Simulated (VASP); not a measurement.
A run of VASP 6.6.1 is set up as follows.

File INCAR:

```
SYSTEM = CsSe2
PREC = Accurate ; ENCUT = 500
EDIFF = 1E-6 ; ISMEAR = 0
SIGMA = 0.1 ; LREAL = .False.
LASPH = .True. ; NELM = 120
ALGO = Normal ; ISIF = 2
LWAVE = .False. ; LCHARG = .False.
GGA = PE ; NBANDS = 30
GGA_COMPAT = .False.
```

File KPOINTS:

```
Automatic mesh
0
Gamma
  8 8 8
  0 0 0
```

The input POSCAR:

```
CsSe2
1.0
    0.0000000000      4.4436619355      4.4436619355
    4.4436619355      0.0000000000      4.4436619355
    4.4436619355      4.4436619355      0.0000000000
Cs Se
2 4
Direct
    0.0000000000      0.0000000000      0.0000000000
    0.2500000000      0.2500000000      0.2500000000
    0.6250000000      0.6250000000      0.6250000000
    0.1250000000      0.6250000000      0.6250000000
    0.6250000000      0.6250000000      0.1250000000
    0.6250000000      0.1250000000      0.6250000000
```

Potentials or basis: VASP PAW PBE potentials, release 64 (Cs_sv, Se).

The run is started by

```sh
$ cat potpaw_PBE.64/Cs_sv/POTCAR potpaw_PBE.64/Se/POTCAR > POTCAR
$ mpirun -np 1 vasp_std > vasp.out
```

Task: What does it give for the band gap on the k mesh?

Result: Zero (bands 21 and 22 overlap by 2.29 eV).

Task: What does it give for the pressure?

Result: 0.1 GPa.

Caveat: spin-orbit coupling is left out, which moves the levels of the heavy elements.
